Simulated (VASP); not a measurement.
The system is Fe.

```
CELL_PARAMETERS angstrom
-1.44300 1.44300 1.44300
1.44300 -1.44300 1.44300
1.44300 1.44300 -1.44300
ATOMIC_POSITIONS crystal
Fe 0.00000 0.00000 0.00000
```

Base run:

| Property | Result |
| --- | --- |
| Program | VASP 6.6.1 |
| Functional | PBEsol |
| Dispersion | D4 |
| Potentials or basis | VASP PAW PBE potentials, release 64 (Fe_sv) |
| Cutoff | 690 eV |
| k mesh | 13 × 13 × 13 |
| Occupations | fermi-dirac, width 0.05 eV |
| Spin | collinear spin, ferromagnetic start |
| Starting moments | [3.0] μB |

Its results: pressure -21.6 GPa; net moment 2.26 μB per cell; site moments Fe +2.27 μB.

Task: The run is repeated on the same cell with these changes: functional from PBEsol to BLYP. What comes out?

Result: Pressure -12.3 GPa; net moment 2.20 μB per cell; site moments Fe +2.21 μB.

BLYP binds less tightly than PBEsol, so the same cell stands under more pressure.

Caveats: the cell stands under tension; the PAW data sets were made with another functional, which shifts forces and pressure a little.
